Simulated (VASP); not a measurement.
# Si16Ge (a cell with a defect) in VASP: single point with PBE

Aim: the single point of Si16Ge (a cell with a defect) with PBE.

Program: VASP 6.6.1. These are calculated values, not measurements. Logs are shortened: lines on timing, memory, paths and dates and some standing lists are left out, and cuts for length are marked.

### 1 The cell of the first run

The cell holds a defect, 17 atoms: a = 7.679 Å, b = 7.679 Å, c = 7.679 Å, α = 60.00°, β = 60.00°, γ = 60.00°.

### 2 Single point, PBE

INCAR

```
SYSTEM = Si16Ge
ALGO = Normal
EDIFF = 1E-6
ENCUT = 520
GGA = PE
ISIF = 2
ISMEAR = 0
LASPH = .TRUE.
LCHARG = .FALSE.
LREAL = Auto
LWAVE = .FALSE.
NBANDS = 53
NELM = 60
PREC = Accurate
SIGMA = 0.02
```

KPOINTS

```
k-points
0
G
  2 2 2
  0 0 0
```

POSCAR

```
Si16Ge
1.0
    0.0000000000      5.4300000000      5.4300000000
    5.4300000000      0.0000000000      5.4300000000
    5.4300000000      5.4300000000      0.0000000000
Si Ge
16 1
Direct
   -0.0027987699     -0.0020015702      0.0182681165
    0.1126544628      0.1133800651      0.1593670534
    0.0226442989      0.0237939014      0.5228734803
    0.1494029774      0.1505156137      0.6496460248
   -0.0349695628      0.5121847682      0.0118483937
    0.1058694860      0.6278582366      0.1272577392
   -0.0028059827      0.5192087472      0.4973410945
    0.1127819199      0.6601251901      0.6127209638
    0.5114535629     -0.0339500700      0.0118276474
    0.6270126486      0.1071038911      0.1272012041
    0.5180374054     -0.0019647792      0.4973852087
    0.6591357135      0.1135289490      0.6127428648
    0.4745863447      0.4757585843     -0.0251645878
    0.6013492143      0.6025316792      0.1016257283
    0.5116127085      0.5123290341      0.4652400876
    0.6270845427      0.6278736073      0.6061591049
    0.3119265598      0.3128116621      0.8121210458
```

Potentials or basis: VASP PAW PBE potentials, release 64 (Si, Ge_d).

Run with:

```console
$ cat potpaw_PBE.64/Si/POTCAR potpaw_PBE.64/Ge_d/POTCAR > POTCAR
$ mpirun -np 1 vasp_std > vasp.out
```

OUTCAR:

```text
SYSTEM = Si16Ge
   EDIFF = 1E-6
   ENCUT = 520
   GGA = PE
   ISIF = 2
   ISMEAR = 0
   LASPH = .TRUE.
   LREAL = Auto
   NELM = 60
   PREC = Accurate

 ion  position               nearest neighbor table
   1  0.997  0.998  0.018-   6 2.33  10 2.33   2 2.33   4 2.34
   2  0.113  0.113  0.159-   3 2.32   1 2.33  17 2.44   9 2.51   5 2.51
   3  0.023  0.024  0.523-   2 2.32  12 2.32   8 2.32   4 2.38
   4  0.149  0.151  0.650-   1 2.34  11 2.34   7 2.34   3 2.38
   5  0.965  0.512  0.012-  14 2.32   6 2.33  17 2.44   2 2.51   8 2.51
   6  0.106  0.628  0.127-   7 2.33   1 2.33   5 2.33  13 2.34
   7  0.997  0.519  0.497-   6 2.33  16 2.33   8 2.33   4 2.34
   8  0.113  0.660  0.613-   3 2.32   7 2.33  17 2.44  15 2.51   5 2.51
   9  0.511  0.966  0.012-  14 2.32  10 2.34  17 2.44   2 2.51  12 2.51
  10  0.627  0.107  0.127-  11 2.33   1 2.33   9 2.34  13 2.34
  11  0.518  0.998  0.497-  16 2.33  10 2.33  12 2.33   4 2.34
  12  0.659  0.114  0.613-   3 2.32  11 2.33  17 2.44  15 2.51   9 2.51
  13  0.475  0.476  0.975-  16 2.34  10 2.34   6 2.34  14 2.38
  14  0.601  0.603  0.102-   9 2.32  15 2.32   5 2.32  13 2.38
  15  0.512  0.512  0.465-  14 2.32  16 2.33  17 2.44  12 2.51   8 2.51
  16  0.627  0.628  0.606-   7 2.33  11 2.33  15 2.33  13 2.34
  17  0.312  0.313  0.812-  12 2.44   8 2.44   9 2.44   5 2.44   2 2.44  15 2.44

  LATTYP: Found a face centered cubic cell.
 ALAT       =    10.8600000000

  Lattice vectors:

 A1 = (   0.0000000000,   5.4300000000,   5.4300000000)
 A2 = (   5.4300000000,   0.0000000000,   5.4300000000)
 A3 = (   5.4300000000,   5.4300000000,   0.0000000000)

Analysis of symmetry for initial positions (statically):
=====================================================================
 Subroutine PRICEL returns:
 Original cell was already a primitive cell.

 Routine SETGRP: Setting up the symmetry group for a
 face centered cubic supercell.

 Subroutine GETGRP returns: Found  1 space group operations
 (whereof  1 operations were pure point group operations)
 out of a pool of 48 trial point group operations.

The static configuration has the point symmetry C_1 .

Analysis of symmetry for dynamics (positions and initial velocities):
=====================================================================
 Subroutine PRICEL returns:
 Original cell was already a primitive cell.

 Routine SETGRP: Setting up the symmetry group for a
 face centered cubic supercell.

 Subroutine GETGRP returns: Found  1 space group operations
 (whereof  1 operations were pure point group operations)
 out of a pool of 48 trial point group operations.

The dynamic configuration has the point symmetry C_1 .

 Subroutine INISYM returns: Found  1 space group operations
 (whereof  1 operations are pure point group operations),
 and found     1 'primitive' translations

----------------------------------------------------------------------------------------

                                     Primitive cell

  volume of cell :     320.2060

  direct lattice vectors                    reciprocal lattice vectors
     0.000000000  5.430000000  5.430000000    -0.092081031  0.092081031  0.092081031
     5.430000000  0.000000000  5.430000000     0.092081031 -0.092081031  0.092081031
     5.430000000  5.430000000  0.000000000     0.092081031  0.092081031 -0.092081031

  length of vectors
     7.679179644  7.679179644  7.679179644     0.159489025  0.159489025  0.159489025

  position of ions in fractional coordinates (direct lattice)
     0.997201230  0.997998430  0.018268117
     0.112654463  0.113380065  0.159367053
     0.022644299  0.023793901  0.522873480
     0.149402977  0.150515614  0.649646025
     0.965030437  0.512184768  0.011848394
     0.105869486  0.627858237  0.127257739
[... 9 lines left out ...]
     0.627084543  0.627873607  0.606159105
     0.311926560  0.312811662  0.812121046

  ion indices of the primitive-cell ions
   primitive index   ion index
                 1           1
                 2           2
                 3           3
                 4           4
                 5           5
                 6           6
[... 9 lines left out ...]
                16          16
                17          17

----------------------------------------------------------------------------------------

 KPOINTS: k-points

Automatic generation of k-mesh.
 Grid dimensions read from file:
 generate k-points for:    2    2    2

 Generating k-lattice:

  Cartesian coordinates                     Fractional coordinates (reciprocal lattice)
    -0.046040516  0.046040516  0.046040516     0.500000000  0.000000000  0.000000000
     0.046040516 -0.046040516  0.046040516     0.000000000  0.500000000  0.000000000
     0.046040516  0.046040516 -0.046040516     0.000000000  0.000000000  0.500000000

  Length of vectors
     0.079744512  0.079744512  0.079744512

  Shift w.r.t. Gamma in fractional coordinates (k-lattice)
     0.000000000  0.000000000  0.000000000

 Subroutine IBZKPT returns following result:
 ===========================================

 Found      8 irreducible k-points:

 Following reciprocal coordinates:
            Coordinates               Weight
  0.000000  0.000000  0.000000      1.000000
  0.500000  0.000000  0.000000      1.000000
  0.000000  0.500000  0.000000      1.000000
  0.000000  0.000000  0.500000      1.000000
  0.500000  0.500000  0.500000      1.000000
  0.500000  0.500000  0.000000      1.000000
  0.000000  0.500000  0.500000      1.000000
  0.500000  0.000000  0.500000      1.000000
   k-points           NKPTS =      8   k-points in BZ     NKDIM =      8   number of bands    NBANDS=     53
   number of dos      NEDOS =    301   number of ions     NIONS =     17
   total plane-waves  NPLWV = 216000
   dimension x,y,z NGX =    60 NGY =   60 NGZ =   60
   dimension x,y,z NGXF=   120 NGYF=  120 NGZF=  120
   ions per type =              16   1
   NGX,Y,Z   is equivalent  to a cutoff of  12.99, 12.99, 12.99 a.u.
   NGXF,Y,Z  is equivalent  to a cutoff of  25.98, 25.98, 25.98 a.u.
 SYSTEM =  Si16Ge
   PREC   = accura    normal or accurate (medium, high low for compatibility)
   ISTART =      0    job   : 0-new  1-cont  2-samecut
   ICHARG =      2    charge: 1-file 2-atom 10-const
   ISPIN  =      1    spin polarized calculation?
   LNONCOLLINEAR =      F non collinear calculations
   LSORBIT =      F    spin-orbit coupling
   LASPH  =      T    aspherical Exc in radial PAW
   ENCUT  =  520.0 eV  38.22 Ry    6.18 a.u.  14.28 14.28 14.28*2*pi/ulx,y,z
   NELM   =     60;   NELMIN=  2; NELMDL= -5     # of ELM steps
   EDIFF  = 0.1E-05   stopping-criterion for ELM
   LREAL  =      T    real-space projection
   EDIFFG = 0.1E-04   stopping-criterion for IOM
   NSW    =      0    number of steps for IOM
   IBRION =     -1    ionic relax: 0-MD 1-quasi-New 2-CG
   NFREE  =      0    steps in history (QN), initial steepest desc. (CG)
   ISIF   =      2    stress and relaxation
   ISYM   =      2    0-nonsym 1-usesym 2-fastsym
   POTIM  = 0.5000    time-step for ionic-motion
   TEBEG  =    0.0;   TEEND  =   0.0 temperature during run
   PSTRESS=    0.0 pullay stress
   NELECT =      78.0000    total number of electrons
   NUPDOWN=      -1.0000    fix difference up-down
   EMIN   =  10.00;   EMAX   =-10.00  energy-range for DOS
   EFERMI =   0.00;   METHOD = LEGACY
   ISMEAR =     0;   SIGMA  =   0.02  broadening in eV -4-tet -1-fermi 0-gaus
   EFERMI_NEDOS =   21; number of points for ismear=-14 and -15
   IALGO  =     38    algorithm
   IMIX   =      4    mixing-type and parameters
     AMIX     =   0.40;   BMIX     =  1.00
     AMIX_MAG =   1.60;   BMIX_MAG =  1.00
  volume/ion in A,a.u.               =      18.84       127.11
  Fermi-wavevector in a.u.,A,eV,Ry     =   1.022421  1.932096 14.222785  1.045345
  Thomas-Fermi vector in A             =   2.156100
   LORBIT       =      0    0 simple, 1 ext, 2 COOP (PROOUT), +10 PAW based schemes
   GGA     = PE    functional components
   LHFCALC =     F    Hartree Fock is set to
   AEXX    =    0.0000 exact exchange contribution
   IVDW    =     0    specifies the selected vdW correction
   LEPSILON=     F    determine dielectric tensor
   LRPA    =     F    only Hartree local field effects (RPA)
 non-spin polarized calculation
 Gauss-broadening in eV      SIGMA  =   0.02
  energy-cutoff  :      520.00
  volume of cell :      320.21
 maximum number of plane-waves:      8646
 NGX is ok and might be reduce to    60
   NGX = 29   NGY = 29   NGZ = 29

 number of electron      77.9999999 magnetization

 Free energy of the ion-electron system (eV)
  ---------------------------------------------------
  ext. energy  EPLUGINS =         0.00000000
  ---------------------------------------------------
  free energy    TOTEN  =       -86.35763246 eV

  energy without entropy =      -86.35763246  energy(sigma->0) =      -86.35763246

 E-fermi :   6.6310     XC(G=0):  -9.7736

 val. band max:        6.5482116478   @ k =   0.5000   0.5000   0.5000
 cond. band min:       6.7140463738   @ k =   0.0000   0.0000   0.0000
 fundamental gap:      0.1658347259
 Fermi energy:         6.6309756533

 k-point     1 :       0.0000    0.0000    0.0000
  band No.  band energies     occupation
      1     -17.9189      2.00000
      2     -17.9188      2.00000
      3     -17.7881      2.00000
      4     -17.7880      2.00000
      5     -17.7824      2.00000
      6      -6.3446      2.00000
[... 43 lines left out ...]
     50       8.6105      0.00000
     51       8.8299      0.00000

 k-point     2 :       0.5000    0.0000    0.0000
  band No.  band energies     occupation
      1     -17.9189      2.00000
      2     -17.9188      2.00000
      3     -17.7881      2.00000
      4     -17.7880      2.00000
      5     -17.7824      2.00000
      6      -5.9207      2.00000
[... 316 lines left out ...]
 k-point     8 :       0.5000    0.0000    0.5000
  band No.  band energies     occupation
      1     -17.9189      2.00000
      2     -17.9188      2.00000
      3     -17.7881      2.00000
      4     -17.7880      2.00000
      5     -17.7824      2.00000
      6      -5.8125      2.00000
[... 43 lines left out ...]
     50      10.3790      0.00000
     51      10.4227      0.00000
 [bands above 51 left out]

------------------------ aborting loop because EDIFF is reached ----------------------------------------

  FORCE on cell =-STRESS in cart. coord.  units (eV):
  Direction    XX          YY          ZZ          XY          YZ          ZX
  --------------------------------------------------------------------------------------
  -------------------------------------------------------------------------------------
  Total       10.8316511     10.8286204     10.8163053     -1.3077908     -1.2961052     -1.2967434
  in kB       54.1970640     54.1818995     54.1202799     -6.5436395     -6.4851700     -6.4883632
  external PRESSURE =      54.1664145 kB  Pullay stress =       0.0000000 kB

 VOLUME and BASIS-vectors are now :
 -----------------------------------------------------------------------------
  energy-cutoff  :      520.00
  volume of cell :      320.21
      direct lattice vectors                 reciprocal lattice vectors
     0.000000000  5.430000000  5.430000000    -0.092081031  0.092081031  0.092081031
     5.430000000  0.000000000  5.430000000     0.092081031 -0.092081031  0.092081031
     5.430000000  5.430000000  0.000000000     0.092081031  0.092081031 -0.092081031

 POSITION                                       TOTAL-FORCE (eV/Angst)
 -----------------------------------------------------------------------------------
      5.51833      5.51400     10.83393        -0.005151     -0.011647      0.005582
      1.48102      1.47708      1.22737         0.003135      0.001195     -0.011392
      2.96840      2.96216      0.25216         0.001506      0.008752      0.001377
      4.34488      4.33884      1.62856        -0.007837     -0.003781     -0.005129
      2.84550      5.30445      8.02128         0.010511     -0.010171      0.001106
      4.10028      1.26588      3.98414        -0.011462      0.008874      0.013852
[... 9 lines left out ...]
      6.70080      6.69651      6.81442         0.013330      0.007158     -0.009882
      6.10838      6.10358      3.39233         0.002805      0.000271      0.002442
 -----------------------------------------------------------------------------------
    total drift:                               -0.002508      0.008142     -0.001028

  FREE ENERGIE OF THE ION-ELECTRON SYSTEM (eV)
  ---------------------------------------------------
  free  energy   TOTEN  =       -86.3576324583 eV

  energy  without entropy=      -86.3576324582  energy(sigma->0) =      -86.35763246
```

Wall time 4.8 min (1 thread of Intel Xeon 8259CL, shared host); peak memory 0.5 GiB.

What came out:

| Item | Value |
| --- | --- |
| Free energy | -86.3576 eV |
| Pressure | 5.4 GPa |
| Largest force | 0.020 eV/Å |
| Band gap on the k mesh | 0.17 eV |

Forces on the atoms (eV/Å):
```
Si  -0.005 -0.012  0.006
Si   0.003  0.001 -0.011
Si   0.002  0.009  0.001
Si  -0.008 -0.004 -0.005
Si   0.011 -0.010  0.001
Si  -0.011  0.009  0.014
Si  -0.012  0.008 -0.013
Si   0.011 -0.009  0.001
Si  -0.005  0.011  0.004
Si   0.007 -0.012  0.006
Si   0.008 -0.010 -0.005
Si  -0.010  0.005 -0.002
Si   0.006  0.014  0.006
Si  -0.009 -0.002 -0.006
Si  -0.002 -0.005  0.012
Si   0.013  0.007 -0.010
Ge   0.003  0.000  0.002
```

Stress tensor (GPa, compression positive):
```
 5.42 -0.65 -0.65
-0.65  5.42 -0.65
-0.65 -0.65  5.41
```

Levels at points of the mesh, in eV from the valence-band top:
```tsv
k point	band 37	band 38	band 39	band 40	band 41	band 42
(0.00, 0.00, 0.00)	-0.34	-0.32	-0.32	0.17	0.17	0.52
(0.50, 0.00, 0.00)	-1.12	-0.53	-0.21	0.48	0.97	1.12
(0.00, 0.50, 0.00)	-1.12	-0.53	-0.21	0.48	0.97	1.12
(0.00, 0.00, 0.50)	-1.12	-0.53	-0.21	0.48	0.97	1.12
(0.50, 0.50, 0.50)	-0.99	-0.99	0.00	0.66	0.66	1.40
(0.50, 0.50, 0.00)	-1.46	-0.35	-0.03	0.66	1.66	1.66
(0.00, 0.50, 0.50)	-1.46	-0.35	-0.03	0.66	1.66	1.66
(0.50, 0.00, 0.50)	-1.46	-0.35	-0.03	0.66	1.65	1.66
```

Caveat: the k points lie up to 0.50 Å⁻¹ apart.
